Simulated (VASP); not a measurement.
A run of VASP 6.6.1:

POSCAR

```
WC
1.0
    2.9120958982      0.0000000000      0.0000000000
   -1.4560479491      2.5219490262      0.0000000000
    0.0000000000      0.0000000000      2.8361909727
W C
1 1
Direct
    0.0000000000      0.0000000000      0.0000000000
    0.6666666667      0.3333333333      0.5000000000
```

INCAR.step1

```
  ALGO = Normal
  EDIFF = 1E-5
  ENCUT = 910
  GGA = PE
  GGA_COMPAT = F
  ISMEAR = 0
  LASPH = T
  LCHARG = F
  LREAL = F
  LWAVE = T
  NBANDS = 16
  NELM = 120
  PREC = Accurate
  SIGMA = 0.1
```

Contents of INCAR.step2:

```
  ALGO = Normal
  EDIFF = 1E-6
  ENCUT = 910
  GGA_COMPAT = F
  ISIF = 2
  ISMEAR = 0
  ISTART = 1
  LASPH = T
  LCHARG = F
  LMIXTAU = T
  LREAL = F
  LWAVE = F
  METAGGA = R2SCAN
  NBANDS = 16
  NELM = 120
  PREC = Accurate
  SIGMA = 0.1
```

File KPOINTS:

```
k-points
0
Gamma
  18 18 14
```

Potentials or basis: VASP PAW PBE potentials, release 64 (W_sv, C_h).

The run is started by

```bash
$ cat potpaw_PBE.64/W_sv/POTCAR potpaw_PBE.64/C_h/POTCAR > POTCAR
$ cp INCAR.step1 INCAR
$ mpirun -np 1 vasp_std > vasp.out
$ cp INCAR.step2 INCAR
$ mpirun -np 1 vasp_std > vasp.out
```

Hardware: 1 thread of Intel(R) Xeon(R) Platinum 8259CL CPU @ 2.50GHz (Skylake/Cascade Lake) (shared host).

Problem. How long does it take, and how much memory?

Solution. It took 8.5 min on 1 thread of Intel(R) Xeon(R) Platinum 8259CL CPU @ 2.50GHz (Skylake/Cascade Lake), on a shared host, peak memory 0.35 GiB. Counts: k points 296.
